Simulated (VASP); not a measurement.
# InSb3 (P4/mmm) in VASP: single point with PBE

Aim: the single point of InSb3 with PBE.

Program: VASP 6.6.1. These are calculated values, not measurements. Logs are shortened: lines on timing, memory, paths and dates and some standing lists are left out, and cuts for length are marked.

## Step 1: The cell of the first run

Symmetry: P4/mmm, No. 123, tetragonal system. Conventional cell: a = 3.114 Å, b = 3.114 Å, c = 12.012 Å, α = 90.00°, β = 90.00°, γ = 90.00°. Within 4.0 Å of In (site symmetry 4/mmm) lie 2 Sb at 3.04 Å and 4 In at 3.11 Å. Sb (site symmetry 4/mmm) has 12 Sb at 3.11 to 3.69 Å within 4.1 Å. Within 4.0 Å of Sb (site symmetry 4mm) lie 1 In at 3.04 Å and 8 Sb at 3.11 to 3.69 Å.

## Step 2: Single point, PBE

POSCAR

```
InSb3
1.0
    3.1135310122      0.0000000000      0.0000000000
    0.0000000000      3.1135310122      0.0000000000
    0.0000000000      0.0000000000     12.0123757655
In Sb
1 3
Direct
    0.0000000000      0.0000000000      0.0000000000
    0.5000000000      0.5000000000      0.5000000000
    0.0000000000      0.0000000000      0.7469137358
    0.0000000000      0.0000000000      0.2530862642
```

INCAR.step1

```
ALGO = Fast
EDIFF = 1E-6
ENCUT = 520
GGA = PE
ISIF = 2
ISMEAR = 0
LASPH = T
LCHARG = T
LREAL = F
LWAVE = F
NBANDS = 22
NELM = 100
PREC = Accurate
SIGMA = 0.1
```

KPOINTS.step1

```
k-points
0
Gamma
  16 16 4
```

INCAR.step2

```
ALGO = Fast
EDIFF = 1E-6
ENCUT = 520
GGA = PE
ICHARG = 11
ISIF = 2
ISMEAR = -5
LASPH = T
LCHARG = F
LORBIT = 11
LREAL = F
LWAVE = F
NEDOS = 2001
NELM = 100
PREC = Accurate
SIGMA = 0.1
```

KPOINTS.step2

```
k-points
0
Gamma
  24 24 6
```

Potentials or basis: VASP PAW PBE potentials, release 64 (In_d, Sb).

Command:

```bash
cat potpaw_PBE.64/In_d/POTCAR potpaw_PBE.64/Sb/POTCAR > POTCAR
cp INCAR.step1 INCAR
cp KPOINTS.step1 KPOINTS
mpirun -np 1 vasp_std > vasp.out
cp INCAR.step2 INCAR
cp KPOINTS.step2 KPOINTS
mpirun -np 1 vasp_std > vasp.out
```

OUTCAR:

```text
EDIFF = 1E-6
   ENCUT = 520
   GGA = PE
   ICHARG = 11
   ISIF = 2
   ISMEAR = -5
   LASPH = T
   LORBIT = 11
   LREAL = F
   NELM = 100
   PREC = Accurate

 ion  position               nearest neighbor table
   1  0.000  0.000  0.000-   3 3.04   4 3.04
   2  0.500  0.500  0.500-   3 3.69   4 3.69   3 3.69   4 3.69   3 3.69   4 3.69   3 3.69   4 3.69

   3  0.000  0.000  0.747-   1 3.04   2 3.69   2 3.69   2 3.69   2 3.69
   4  0.000  0.000  0.253-   1 3.04   2 3.69   2 3.69   2 3.69   2 3.69

  LATTYP: Found a simple tetragonal cell.
 ALAT       =     3.1135310122
 C/A-ratio  =     3.8581198384

  Lattice vectors:

 A1 = (   3.1135310122,   0.0000000000,   0.0000000000)
 A2 = (   0.0000000000,   3.1135310122,   0.0000000000)
 A3 = (   0.0000000000,   0.0000000000,  12.0123757655)

Analysis of symmetry for initial positions (statically):
=====================================================================
 Subroutine PRICEL returns:
 Original cell was already a primitive cell.

 Routine SETGRP: Setting up the symmetry group for a
 simple tetragonal supercell.

 Subroutine GETGRP returns: Found 16 space group operations
 (whereof 16 operations were pure point group operations)
 out of a pool of 16 trial point group operations.

The static configuration has the point symmetry D_4h.

Analysis of symmetry for dynamics (positions and initial velocities):
=====================================================================
 Subroutine PRICEL returns:
 Original cell was already a primitive cell.

 Routine SETGRP: Setting up the symmetry group for a
 simple tetragonal supercell.

 Subroutine GETGRP returns: Found 16 space group operations
 (whereof 16 operations were pure point group operations)
 out of a pool of 16 trial point group operations.

The dynamic configuration has the point symmetry D_4h.

 Subroutine INISYM returns: Found 16 space group operations
 (whereof 16 operations are pure point group operations),
 and found     1 'primitive' translations

----------------------------------------------------------------------------------------

                                     Primitive cell

  volume of cell :     116.4489

  direct lattice vectors                    reciprocal lattice vectors
     3.113531012  0.000000000  0.000000000     0.321178750  0.000000000  0.000000000
     0.000000000  3.113531012  0.000000000     0.000000000  0.321178750  0.000000000
     0.000000000  0.000000000 12.012375765     0.000000000  0.000000000  0.083247479

  length of vectors
     3.113531012  3.113531012 12.012375765     0.321178750  0.321178750  0.083247479

  position of ions in fractional coordinates (direct lattice)
     0.000000000  0.000000000  0.000000000
     0.500000000  0.500000000  0.500000000
     0.000000000  0.000000000  0.746913736
     0.000000000  0.000000000  0.253086264

  ion indices of the primitive-cell ions
   primitive index   ion index
                 1           1
                 2           2
                 3           3
                 4           4

----------------------------------------------------------------------------------------

 KPOINTS: k-points

Automatic generation of k-mesh.
 Grid dimensions read from file:
 generate k-points for:   24   24    6

 Generating k-lattice:

  Cartesian coordinates                     Fractional coordinates (reciprocal lattice)
     0.013382448  0.000000000  0.000000000     0.041666667  0.000000000  0.000000000
     0.000000000  0.013382448  0.000000000     0.000000000  0.041666667  0.000000000
     0.000000000  0.000000000  0.013874580     0.000000000  0.000000000  0.166666667

  Length of vectors
     0.013382448  0.013382448  0.013874580

  Shift w.r.t. Gamma in fractional coordinates (k-lattice)
     0.000000000  0.000000000  0.000000000

 TETIRR: Found   5184 inequivalent tetrahedra from    20736

 Subroutine IBZKPT returns following result:
 ===========================================

 Found    364 irreducible k-points:

 Following reciprocal coordinates:
            Coordinates               Weight
  0.000000  0.000000  0.000000      1.000000
  0.041667  0.000000  0.000000      4.000000
  0.083333  0.000000  0.000000      4.000000
  0.125000  0.000000  0.000000      4.000000
  0.166667  0.000000  0.000000      4.000000
  0.208333  0.000000  0.000000      4.000000
[... 16 lines left out ...]
  0.416667  0.041667  0.000000      8.000000
  0.458333  0.041667  0.000000      8.000000
 [... further k-points ...]
   k-points           NKPTS =    364   k-points in BZ     NKDIM =    364   number of bands    NBANDS=     18
   number of dos      NEDOS =   2001   number of ions     NIONS =      4
   total plane-waves  NPLWV =  51840
   dimension x,y,z NGX =    24 NGY =   24 NGZ =   90
   dimension x,y,z NGXF=    48 NGYF=   48 NGZF=  180
   ions per type =               1   3
   NGX,Y,Z   is equivalent  to a cutoff of  12.81, 12.81, 12.46 a.u.
   NGXF,Y,Z  is equivalent  to a cutoff of  25.63, 25.63, 24.91 a.u.
 SYSTEM =  unknown system
   PREC   = accura    normal or accurate (medium, high low for compatibility)
   ISTART =      0    job   : 0-new  1-cont  2-samecut
   ICHARG =     11    charge: 1-file 2-atom 10-const
   ISPIN  =      1    spin polarized calculation?
   LNONCOLLINEAR =      F non collinear calculations
   LSORBIT =      F    spin-orbit coupling
   LASPH  =      T    aspherical Exc in radial PAW
   ENCUT  =  520.0 eV  38.22 Ry    6.18 a.u.   5.79  5.79 22.34*2*pi/ulx,y,z
   NELM   =    100;   NELMIN=  2; NELMDL=  0     # of ELM steps
   EDIFF  = 0.1E-05   stopping-criterion for ELM
   LREAL  =      F    real-space projection
   EDIFFG = 0.1E-04   stopping-criterion for IOM
   NSW    =      0    number of steps for IOM
   IBRION =     -1    ionic relax: 0-MD 1-quasi-New 2-CG
   NFREE  =      0    steps in history (QN), initial steepest desc. (CG)
   ISIF   =      2    stress and relaxation
   ISYM   =      2    0-nonsym 1-usesym 2-fastsym
   POTIM  = 0.5000    time-step for ionic-motion
   TEBEG  =    0.0;   TEEND  =   0.0 temperature during run
   PSTRESS=    0.0 pullay stress
   NELECT =      28.0000    total number of electrons
   NUPDOWN=      -1.0000    fix difference up-down
   EMIN   =  10.00;   EMAX   =-10.00  energy-range for DOS
   EFERMI =   0.00;   METHOD = LEGACY
   ISMEAR =    -5;   SIGMA  =   0.10  broadening in eV -4-tet -1-fermi 0-gaus
   EFERMI_NEDOS =   21; number of points for ismear=-14 and -15
   IALGO  =     68    algorithm
   IMIX   =      4    mixing-type and parameters
     AMIX     =   0.40;   BMIX     =  1.00
     AMIX_MAG =   1.60;   BMIX_MAG =  1.00
  volume/ion in A,a.u.               =      29.11       196.46
  Fermi-wavevector in a.u.,A,eV,Ry     =   1.018003  1.923747 14.100128  1.036330
  Thomas-Fermi vector in A             =   2.151436
   LORBIT       =     11    0 simple, 1 ext, 2 COOP (PROOUT), +10 PAW based schemes
   GGA     = PE    functional components
   LHFCALC =     F    Hartree Fock is set to
   AEXX    =    0.0000 exact exchange contribution
   IVDW    =     0    specifies the selected vdW correction
   LEPSILON=     F    determine dielectric tensor
   LRPA    =     F    only Hartree local field effects (RPA)
 non-spin polarized calculation
 RMM-DIIS sequential band-by-band and
 Fermi weights with tetrahedron method with Bloechl corrections
  energy-cutoff  :      520.00
  volume of cell :      116.45
 maximum number of plane-waves:      3180
 NGX is ok and might be reduce to    24

 number of electron      28.0000002 magnetization

 Free energy of the ion-electron system (eV)
  ---------------------------------------------------
  ext. energy  EPLUGINS =         0.00000000
  ---------------------------------------------------
  free energy    TOTEN  =       -14.16659860 eV

  energy without entropy =      -14.16659860  energy(sigma->0) =      -14.16659860

 E-fermi :   7.1117     XC(G=0):  -9.7811

 val. band max:        7.1613852632   @ k =   0.2083   0.2083   0.5000
 cond. band min:       7.0519696031   @ k =   0.4583   0.3333   0.1667
 fundamental gap:     -0.1094156602
 Fermi energy:         7.1117255027

 k-point     1 :       0.0000    0.0000    0.0000
  band No.  band energies     occupation
      1      -7.8007      2.00000
      2      -7.5932      2.00000
      3      -7.2608      2.00000
      4      -7.2608      2.00000
      5      -7.1985      2.00000
      6      -5.0442      2.00000
[... 10 lines left out ...]
     17      11.7184      0.00000
     18      11.8955      0.00000

 k-point     2 :       0.0417    0.0000    0.0000
  band No.  band energies     occupation
      1      -7.7950      2.00000
      2      -7.5901      2.00000
      3      -7.2647      2.00000
      4      -7.2605      2.00000
      5      -7.2013      2.00000
      6      -5.0179      2.00000
[... 10 lines left out ...]
     17      11.5879      0.00000
     18      11.7594      0.00000

 k-point     3 :       0.0833    0.0000    0.0000
  band No.  band energies     occupation
      1      -7.7790      2.00000
      2      -7.5803      2.00000
      3      -7.2760      2.00000
      4      -7.2596      2.00000
      5      -7.2096      2.00000
      6      -4.9390      2.00000
[... 412 lines left out ...]
 k-point    23 :       0.4167    0.0417    0.0000
  band No.  band energies     occupation
      1      -7.6369      2.00000
      2      -7.4627      2.00000
      3      -7.3552      2.00000
      4      -7.2671      2.00000
      5      -7.2473      2.00000
      6      -2.5719      2.00000
[... 10 lines left out ...]
     17      10.8468      0.00000
     18      12.4460      0.00000

 k-point    24 :       0.4583    0.0417    0.0000
  band No.  band energies     occupation
      1      -7.6335      2.00000
      2      -7.4730      2.00000
      3      -7.3633      2.00000
      4      -7.2463      2.00000
      5      -7.2451      2.00000
      6      -2.1717      2.00000
[... 10 lines left out ...]
     17      11.0906      0.00000
     18      12.2556      0.00000

 [... further k-points ...]

------------------------ aborting loop because EDIFF is reached ----------------------------------------

  FORCE on cell =-STRESS in cart. coord.  units (eV):
  Direction    XX          YY          ZZ          XY          YZ          ZX
  --------------------------------------------------------------------------------------
  -------------------------------------------------------------------------------------
  Total       -0.1894167     -0.1894167      0.0907739      0.0000000      0.0000000      0.0000000
  in kB       -2.6061143     -2.6061143      1.2489247      0.0000000      0.0000000      0.0000000
  external PRESSURE =      -1.3211013 kB  Pullay stress =       0.0000000 kB

 VOLUME and BASIS-vectors are now :
 -----------------------------------------------------------------------------
  energy-cutoff  :      520.00
  volume of cell :      116.45
      direct lattice vectors                 reciprocal lattice vectors
     3.113531012  0.000000000  0.000000000     0.321178750  0.000000000  0.000000000
     0.000000000  3.113531012  0.000000000     0.000000000  0.321178750  0.000000000
     0.000000000  0.000000000 12.012375765     0.000000000  0.000000000  0.083247479

 POSITION                                       TOTAL-FORCE (eV/Angst)
 -----------------------------------------------------------------------------------
      0.00000      0.00000      0.00000         0.000000      0.000000      0.000000
      1.55677      1.55677      6.00619         0.000000      0.000000      0.000000
      0.00000      0.00000      8.97221         0.000000      0.000000      0.022568
      0.00000      0.00000      3.04017        -0.000000     -0.000000     -0.022568
 -----------------------------------------------------------------------------------
    total drift:                               -0.000000      0.000000      0.000000

  FREE ENERGIE OF THE ION-ELECTRON SYSTEM (eV)
  ---------------------------------------------------
  free  energy   TOTEN  =       -14.1665986019 eV

  energy  without entropy=      -14.1665986019  energy(sigma->0) =      -14.16659860

 total charge

# of ion       s       p       d       tot
------------------------------------------
    1        0.964   0.546   9.844  11.354
    2        1.241   1.050   0.034   2.324
    3        1.229   1.094   0.034   2.358
    4        1.229   1.094   0.034   2.358
--------------------------------------------------
tot          4.664   3.784   9.946  18.394
```

Run time: 15 min. Hardware: 1 thread of Oxide Virtual Turin-like, shared host; peak memory 0.77 GiB.

Results:

```
Valence electrons inside the program's atomic spheres : In 11.35; Sb 2.32, 2.36 (each value once)
```

Levels at points of the mesh, in eV from the Fermi level:
```
           k point  band 10  band 11  band 12  band 13  band 14  band 15  band 16  band 17  band 18
(0.00, 0.00, 0.00)    -5.01    -1.10    -0.72     3.27     3.27     4.04     4.04     4.61     4.78
(0.50, 0.00, 0.00)    -5.02    -4.64    -3.71    -1.96    -1.83    -0.49     1.45     4.15     4.85
(0.50, 0.50, 0.00)    -3.51    -2.74    -2.74    -2.00    -2.00    -1.24     0.29     0.49     0.70
(0.00, 0.00, 0.50)    -3.74    -3.46     1.66     3.00     3.31     3.31     3.93     3.93     4.89
(0.50, 0.00, 0.50)    -4.91    -4.43    -4.32    -2.17    -0.94    -0.06     0.20     3.77     5.74
(0.50, 0.50, 0.50)    -3.47    -2.87    -2.87    -1.87    -1.87    -1.13    -0.06     0.49     0.60
```

Caveat: spin-orbit coupling is left out, which moves the levels of the heavy elements.
